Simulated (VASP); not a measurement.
A run of VASP 6.6.1:

The input INCAR:

```
SYSTEM = CdHgSe2
ALGO = Normal
EDIFF = 1E-6
ENCUT = 520
GGA = PS
ISIF = 2
ISMEAR = -1
LASPH = .True.
LCHARG = .False.
LREAL = .False.
LWAVE = .False.
NBANDS = 26
NELM = 100
PREC = Accurate
SIGMA = 0.02
```

Contents of KPOINTS:

```
k-points
0
Gamma
  4 4 4
  0 0 0
```

File POSCAR:

```
CdHgSe2
1.0
    4.5051026869      0.0000000000      0.0000000000
    0.0000000000      4.5051026869      0.0000000000
    0.0000000000      0.0000000000      6.3580630429
Cd Hg Se
1 1 2
Direct
    0.5000000000      0.5000000000      0.5000000000
    0.0000000000      0.0000000000      0.0000000000
    0.0000000000      0.5000000000      0.2530090000
    0.5000000000      0.0000000000      0.7469910000
```

Potentials or basis: VASP PAW PBE potentials, release 64 (Cd, Hg, Se).

The run is started by

```sh
$ cat potpaw_PBE.64/Cd/POTCAR potpaw_PBE.64/Hg/POTCAR potpaw_PBE.64/Se/POTCAR > POTCAR
$ mpirun -np 1 vasp_std > vasp.out
```

Hardware: 1 thread of Intel Xeon 6975P-C (shared host).

Estimate the wall time of this run.

Wall time 42 s on 1 thread of Intel Xeon 6975P-C, on a shared host, peak memory 0.27 GiB. Counts: scf iterations 13, k points 18.
